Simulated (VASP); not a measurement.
Here is a VASP 6.6.1 calculation.

INCAR

```
SYSTEM = InP
PREC     = Accurate       ! precision mode
ENCUT    = 520            ! plane-wave cutoff, eV
EDIFF    = 1E-6           ! SCF threshold, eV
ISMEAR   = 0              ! smearing method
SIGMA    = 0.02           ! smearing width, eV
LREAL    = .False.        ! projectors in reciprocal space
LASPH    = .True.         ! aspherical terms in the spheres
NELM     = 100            ! most SCF steps
ALGO     = Normal         ! electronic algorithm
ISIF     = 2              ! what is computed and relaxed
LWAVE    = .False.        ! write WAVECAR
LCHARG   = .False.        ! write CHGCAR
GGA      = PE             ! functional
NBANDS   = 16             ! bands
```

The input KPOINTS:

```
Automatic mesh
0
Gamma
  10 10 10
  0 0 0
```

File POSCAR:

```
InP
1.0
    0.0000000000      2.9798940533      2.9798940533
    2.9798940533      0.0000000000      2.9798940533
    2.9798940533      2.9798940533      0.0000000000
In P
1 1
Direct
    0.0000000000      0.0000000000      0.0000000000
    0.7500000000      0.7500000000      0.7500000000
```

Potentials or basis: VASP PAW PBE potentials, release 64 (In_d, P).

Command:

```console
$ cat potpaw_PBE.64/In_d/POTCAR potpaw_PBE.64/P/POTCAR > POTCAR
$ mpirun -np 1 vasp_std > vasp.out
```

Q: Estimate the band gap on the k mesh.

A: 0.44 eV, direct.

Q: Predict the pressure.

A: -0.1 GPa.

Caveat: spin-orbit coupling is left out, which moves the levels of the heavy elements. A hybrid or GW would open this gap; PBE tends to underestimate it.
